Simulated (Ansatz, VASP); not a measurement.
**One calculation of CuH3, two programs**

```xyz
4
Lattice="-1.8157 1.8157 1.8157 1.8157 -1.8157 1.8157 1.8157 1.8157 -1.8157" Properties=species:S:1:pos:R:3 pbc="T T T"
Cu    0.0000    0.0000    0.0000
H     1.8157    0.0000    0.0000
H     0.0000    1.8157    0.0000
H     0.0000    0.0000    1.8157
```

Alike in both runs: functional PBE; k mesh 18 × 18 × 18; occupations gaussian, width 0.1 eV; no spin polarisation.

Ansatz relaxed the structure, and its values are those at the end. VASP's run is a single point on that final structure, the one shown.

|  | VASP | Ansatz |
| --- | --- | --- |
| version | VASP 6.6.1 | Ansatz 0.2.0 |
| potentials or method | VASP PAW PBE potentials, release 64 (Cu, H), cutoff 520 eV | scalar-relativistic, plane waves, PAW |
| valence electrons in the cell | 14 | 22 |

```csv
,VASP,Ansatz,Ansatz less VASP
gap on the k mesh at the Fermi level (eV),none,none,-
pressure (GPa),0.0,0.0,0.00
```

A gap of «none» marks a metal or a gap that the smearing closes. The functional is the same, so the differences come from potentials, cutoffs and numerics. VASP's potentials hold 14 valence electrons a cell and Ansatz's 22, so a difference there can come from the potentials and not from the codes.
